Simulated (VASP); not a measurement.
# GaN (I-4m2) in VASP: further runs, part 2 of 2

VASP 6.6.1. Earlier steps stand in the parts before.

**3. Single point, r2SCAN (strain +0.000 along x and y, -0.030 along z)**

POSCAR

```
GaN
1.0
    0.0000000000      2.2489367689      2.1814686658
    2.2489367689      0.0000000000      2.1814686658
    2.2489367689      2.2489367689      0.0000000000
Ga N
1 1
Direct
    0.0000000000      0.0000000000      0.0000000000
    0.7500000000      0.7500000000      0.7500000000
```

INCAR.step1

```
SYSTEM = GaN
PREC = Accurate
ENCUT = 520
ISMEAR = 0
SIGMA = 0.05
LREAL = .False.
LASPH = .True.
NELM = 80
NBANDS = 16
GGA = PE
ALGO = Normal
EDIFF = 1E-4
LWAVE = .True.
LCHARG = .False.
```

INCAR.step2

```
SYSTEM = GaN
PREC = Accurate
ENCUT = 520
EDIFF = 1E-6
ISMEAR = 0
SIGMA = 0.05
LREAL = .False.
LASPH = .True.
NELM = 80
ALGO = Normal
ISIF = 2
LWAVE = .False.
LCHARG = .False.
METAGGA = R2SCAN
LMIXTAU = .True.
NBANDS = 16
ISTART = 1
```

KPOINTS

```
regular mesh
0
Gamma
  10 10 10
  0 0 0
```

Potentials or basis: VASP PAW PBE potentials, release 64 (Ga_d, N).

Command:

```console
cat potpaw_PBE.64/Ga_d/POTCAR potpaw_PBE.64/N/POTCAR > POTCAR
cp INCAR.step1 INCAR
mpirun -np 1 vasp_std > vasp.out
cp INCAR.step2 INCAR
mpirun -np 1 vasp_std > vasp.out
```

OUTCAR:

```text
SYSTEM = GaN
   PREC = Accurate
   ENCUT = 520
   EDIFF = 1E-6
   ISMEAR = 0
   LREAL = .False.
   LASPH = .True.
   NELM = 80
   ISIF = 2
   METAGGA = R2SCAN
   ISTART = 1

 ion  position               nearest neighbor table
   1  0.000  0.000  0.000-   2 1.93   2 1.93   2 1.93   2 1.93
   2  0.750  0.750  0.750-   1 1.93   1 1.93   1 1.93   1 1.93

  LATTYP: Found a body centered tetragonal cell.
 ALAT       =     3.1804768795
 C/A-ratio  =     1.3717871555

  Lattice vectors:

 A1 = (   0.0000000000,  -2.2489367689,  -2.1814686658)
 A2 = (   0.0000000000,   2.2489367689,  -2.1814686658)
 A3 = (   2.2489367689,   0.0000000000,   2.1814686658)

Analysis of symmetry for initial positions (statically):
=====================================================================
 Subroutine PRICEL returns:
 Original cell was already a primitive cell.

 Routine SETGRP: Setting up the symmetry group for a
 body centered tetragonal supercell.

 Subroutine GETGRP returns: Found  8 space group operations
 (whereof  8 operations were pure point group operations)
 out of a pool of 16 trial point group operations.

The static configuration has the point symmetry D_2d.

Analysis of symmetry for dynamics (positions and initial velocities):
=====================================================================
 Subroutine PRICEL returns:
 Original cell was already a primitive cell.

 Routine SETGRP: Setting up the symmetry group for a
 body centered tetragonal supercell.

 Subroutine GETGRP returns: Found  8 space group operations
 (whereof  8 operations were pure point group operations)
 out of a pool of 16 trial point group operations.

The dynamic configuration has the point symmetry D_2d.

 Subroutine INISYM returns: Found  8 space group operations
 (whereof  8 operations are pure point group operations),
 and found     1 'primitive' translations

----------------------------------------------------------------------------------------

                                     Primitive cell

  volume of cell :      22.0665

  direct lattice vectors                    reciprocal lattice vectors
     0.000000000  2.248936769  2.181468666    -0.222327282  0.222327282  0.229203384
     2.248936769  0.000000000  2.181468666     0.222327282 -0.222327282  0.229203384
     2.248936769  2.248936769  0.000000000     0.222327282  0.222327282 -0.229203384

  length of vectors
     3.133132958  3.133132958  3.180476879     0.389092575  0.389092575  0.389092575

  position of ions in fractional coordinates (direct lattice)
     0.000000000  0.000000000  0.000000000
     0.750000000  0.750000000  0.750000000

  ion indices of the primitive-cell ions
   primitive index   ion index
                 1           1
                 2           2

----------------------------------------------------------------------------------------

 KPOINTS: regular mesh

Automatic generation of k-mesh.
 Grid dimensions read from file:
 generate k-points for:   10   10   10

 Generating k-lattice:

  Cartesian coordinates                     Fractional coordinates (reciprocal lattice)
    -0.022232728  0.022232728  0.022920338     0.100000000  0.000000000  0.000000000
     0.022232728 -0.022232728  0.022920338     0.000000000  0.100000000  0.000000000
     0.022232728  0.022232728 -0.022920338    -0.000000000 -0.000000000  0.100000000

  Length of vectors
     0.038909258  0.038909258  0.038909258

  Shift w.r.t. Gamma in fractional coordinates (k-lattice)
     0.000000000  0.000000000  0.000000000

 Subroutine IBZKPT returns following result:
 ===========================================

 Found    102 irreducible k-points:

 Following reciprocal coordinates:
            Coordinates               Weight
  0.000000  0.000000  0.000000      1.000000
  0.100000 -0.000000  0.000000      8.000000
  0.200000 -0.000000  0.000000      8.000000
  0.300000  0.000000  0.000000      8.000000
  0.400000  0.000000  0.000000      8.000000
  0.500000 -0.000000  0.000000      4.000000
[... 16 lines left out ...]
  0.300000  0.300000  0.000000      2.000000
  0.400000  0.300000  0.000000      8.000000
 [... further k-points ...]
   k-points           NKPTS =    102   k-points in BZ     NKDIM =    102   number of bands    NBANDS=     16
   number of dos      NEDOS =    301   number of ions     NIONS =      2
   total plane-waves  NPLWV =  13824
   dimension x,y,z NGX =    24 NGY =   24 NGZ =   24
   dimension x,y,z NGXF=    48 NGYF=   48 NGZF=   48
   ions per type =               1   1
   NGX,Y,Z   is equivalent  to a cutoff of  12.73, 12.73, 12.54 a.u.
   NGXF,Y,Z  is equivalent  to a cutoff of  25.47, 25.47, 25.09 a.u.
 SYSTEM =  GaN
   PREC   = accura    normal or accurate (medium, high low for compatibility)
   ISTART =      1    job   : 0-new  1-cont  2-samecut
   ICHARG =      0    charge: 1-file 2-atom 10-const
   ISPIN  =      1    spin polarized calculation?
   LNONCOLLINEAR =      F non collinear calculations
   LSORBIT =      F    spin-orbit coupling
   LASPH  =      T    aspherical Exc in radial PAW
   ENCUT  =  520.0 eV  38.22 Ry    6.18 a.u.   5.83  5.83  5.91*2*pi/ulx,y,z
   NELM   =     80;   NELMIN=  2; NELMDL=  0     # of ELM steps
   EDIFF  = 0.1E-05   stopping-criterion for ELM
   LREAL  =      F    real-space projection
   EDIFFG = 0.1E-04   stopping-criterion for IOM
   NSW    =      0    number of steps for IOM
   IBRION =     -1    ionic relax: 0-MD 1-quasi-New 2-CG
   NFREE  =      0    steps in history (QN), initial steepest desc. (CG)
   ISIF   =      2    stress and relaxation
   ISYM   =      2    0-nonsym 1-usesym 2-fastsym
   POTIM  = 0.5000    time-step for ionic-motion
   TEBEG  =    0.0;   TEEND  =   0.0 temperature during run
   PSTRESS=    0.0 pullay stress
   NELECT =      18.0000    total number of electrons
   NUPDOWN=      -1.0000    fix difference up-down
   EMIN   =  10.00;   EMAX   =-10.00  energy-range for DOS
   EFERMI =   0.00;   METHOD = LEGACY
   ISMEAR =     0;   SIGMA  =   0.05  broadening in eV -4-tet -1-fermi 0-gaus
   EFERMI_NEDOS =   21; number of points for ismear=-14 and -15
   IALGO  =     38    algorithm
   IMIX   =      4    mixing-type and parameters
     AMIX     =   0.40;   BMIX     =  1.00
     AMIX_MAG =   1.60;   BMIX_MAG =  1.00
  volume/ion in A,a.u.               =      11.03        74.46
  Fermi-wavevector in a.u.,A,eV,Ry     =   1.529635  2.890591 31.834688  2.339784
  Thomas-Fermi vector in A             =   2.637229
   LORBIT       =      0    0 simple, 1 ext, 2 COOP (PROOUT), +10 PAW based schemes
   METAGGA = R2SCAN    functional components
   LHFCALC =     F    Hartree Fock is set to
   AEXX    =    0.0000 exact exchange contribution
   IVDW    =     0    specifies the selected vdW correction
   LEPSILON=     F    determine dielectric tensor
   LRPA    =     F    only Hartree local field effects (RPA)
 non-spin polarized calculation
 Gauss-broadening in eV      SIGMA  =   0.05
  energy-cutoff  :      520.00
  volume of cell :       22.07
 maximum number of plane-waves:       612
   NGX = 11   NGY = 11   NGZ = 11

 number of electron      18.0000011 magnetization

 Free energy of the ion-electron system (eV)
  ---------------------------------------------------
  ext. energy  EPLUGINS =         0.00000000
  ---------------------------------------------------
  free energy    TOTEN  =       -21.87245611 eV

  energy without entropy =      -21.87245611  energy(sigma->0) =      -21.87245611

 E-fermi :   5.8442     XC(G=0): -12.8526

 val. band max:        5.5128509998   @ k =   0.0000   0.0000   0.0000
 cond. band min:       7.7826711975   @ k =   0.0000   0.0000   0.0000
 fundamental gap:      2.2698201977
 Fermi energy:         5.8441573639

 k-point     1 :       0.0000    0.0000    0.0000
  band No.  band energies     occupation
      1     -11.6291      2.00000
      2      -8.4544      2.00000
      3      -8.4544      2.00000
      4      -8.4216      2.00000
      5      -8.0540      2.00000
      6      -8.0508      2.00000
[... 8 lines left out ...]
     15      25.0945      0.00000
     16      25.0945      0.00000
[... 419 lines left out ...]
 k-point    24 :       0.4000    0.3000    0.0000
  band No.  band energies     occupation
      1     -10.4544      2.00000
      2      -8.2912      2.00000
      3      -8.1890      2.00000
      4      -8.1851      2.00000
      5      -7.9765      2.00000
      6      -7.1873      2.00000
[... 8 lines left out ...]
     15      28.8606      0.00000
     16      29.2648      0.00000

 [... further k-points ...]

------------------------ aborting loop because EDIFF is reached ----------------------------------------

  FORCE on cell =-STRESS in cart. coord.  units (eV):
  Direction    XX          YY          ZZ          XY          YZ          ZX
  --------------------------------------------------------------------------------------
  -------------------------------------------------------------------------------------
  Total        0.8631134      0.8631134      1.3582893      0.0000000      0.0000000     -0.0000000
  in kB       62.6678748     62.6678748     98.6209990      0.0000000      0.0000000     -0.0000000
  external PRESSURE =      74.6522495 kB  Pullay stress =       0.0000000 kB

 VOLUME and BASIS-vectors are now :
 -----------------------------------------------------------------------------
  energy-cutoff  :      520.00
  volume of cell :       22.07
      direct lattice vectors                 reciprocal lattice vectors
     0.000000000  2.248936769  2.181468666    -0.222327282  0.222327282  0.229203384
     2.248936769  0.000000000  2.181468666     0.222327282 -0.222327282  0.229203384
     2.248936769  2.248936769  0.000000000     0.222327282  0.222327282 -0.229203384

 POSITION                                       TOTAL-FORCE (eV/Angst)
 -----------------------------------------------------------------------------------
      0.00000      0.00000      0.00000        -0.000000     -0.000000     -0.000000
      3.37341      3.37341      3.27220         0.000000      0.000000      0.000000
 -----------------------------------------------------------------------------------
    total drift:                               -0.000008     -0.000008     -0.000009

  FREE ENERGIE OF THE ION-ELECTRON SYSTEM (eV)
  ---------------------------------------------------
  free  energy   TOTEN  =       -21.8724561127 eV

  energy  without entropy=      -21.8724561127  energy(sigma->0) =      -21.87245611
```

OUTCAR.step1:

```text
SYSTEM = GaN
   PREC = Accurate
   ENCUT = 520
   ISMEAR = 0
   LREAL = .False.
   LASPH = .True.
[... 678 lines left out ...]
      0.00000      0.00000      0.00000        -0.000000     -0.000000      0.000000
      3.37341      3.37341      3.27220         0.000000      0.000000     -0.000000
 -----------------------------------------------------------------------------------
    total drift:                               -0.000001     -0.000001      0.000001

  FREE ENERGIE OF THE ION-ELECTRON SYSTEM (eV)
  ---------------------------------------------------
  free  energy   TOTEN  =       -12.0931509331 eV

  energy  without entropy=      -12.0931509331  energy(sigma->0) =      -12.09315093
```

OSZICAR.step1:

```text
N       E                     dE             d eps       ncg     rms          rms(c)
DAV:   1     0.814383069362E+02    0.81438E+02   -0.92664E+03  3640   0.203E+03
DAV:   2    -0.849727393319E+01   -0.89936E+02   -0.84546E+02  3760   0.331E+02
DAV:   3    -0.140937415990E+02   -0.55965E+01   -0.55770E+01  3896   0.703E+01
DAV:   4    -0.141538985767E+02   -0.60157E-01   -0.60152E-01  4064   0.779E+00
DAV:   5    -0.141547275201E+02   -0.82894E-03   -0.82894E-03  4048   0.822E-01    0.785E+00
DAV:   6    -0.120891399352E+02    0.20656E+01   -0.48658E+00  4968   0.409E+01    0.268E+00
DAV:   7    -0.121006176274E+02   -0.11478E-01   -0.34051E-01  3552   0.650E+00    0.179E+00
DAV:   8    -0.120968472380E+02    0.37704E-02   -0.51725E-02  3848   0.335E+00    0.736E-01
DAV:   9    -0.120929520957E+02    0.38951E-02   -0.14529E-02  4888   0.288E+00    0.181E-01
DAV:  10    -0.120932486434E+02   -0.29655E-03   -0.15750E-03  4008   0.581E-01    0.814E-02
DAV:  11    -0.120931509331E+02    0.97710E-04   -0.26426E-04  3240   0.251E-01
   1 F= -.12093151E+02 E0= -.12093151E+02  d E =-.179453E-10
```

Run time: 2.5 min. Hardware: 1 thread of Intel Xeon 8259CL, shared host; peak memory 0.17 GiB.

Results:

* Free energy: -21.8725 eV
* Pressure: 7.5 GPa
* Band gap on the k mesh: 2.27 eV

Caveat: the cell differs from its parent crystal (strain +0.000 along x and y, -0.030 along z); the cell stands under pressure; the PAW data sets were made with another functional, which shifts forces and pressure a little.
